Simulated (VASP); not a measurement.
A run of VASP 6.6.1 is set up as follows.

File INCAR:

```
SYSTEM = K
PREC = Accurate
ENCUT = 520
EDIFF = 1E-6
ISMEAR = 0
SIGMA = 0.15
LREAL = .False.
LASPH = .True.
NELM = 80
ALGO = Fast
ISIF = 2
LWAVE = .False.
LCHARG = .True.
GGA = PE
IVDW = 12
LELF = .True.
LVHAR = .True.
NBANDS = 10
```

Contents of KPOINTS:

```
Automatic mesh
0
Gamma
  12 12 12
  0 0 0
```

The input POSCAR:

```
K
1.0
    0.0000000000      3.3409947257      3.2901166335
    3.3409947257      0.0000000000      3.2901166335
    3.3409947257      3.3409947257      0.0000000000
K
1
Direct
    0.0000000000      0.0000000000      0.0000000000
```

Potentials or basis: VASP PAW PBE potentials, release 64 (K_sv).

The run is started by

```console
$ cat potpaw_PBE.64/K_sv/POTCAR > POTCAR
$ mpirun -np 1 vasp_std > vasp.out
```

(1) What does it give for the pressure?

(2) What does it give for the dispersion energy per atom?

Answers

(1) -0.2 GPa.

(2) -0.113 eV.

Caveat: the cell differs from its parent crystal (strain -0.015 along x and y, -0.030 along z); pairwise dispersion overbinds metals, which lowers pressure and volume.
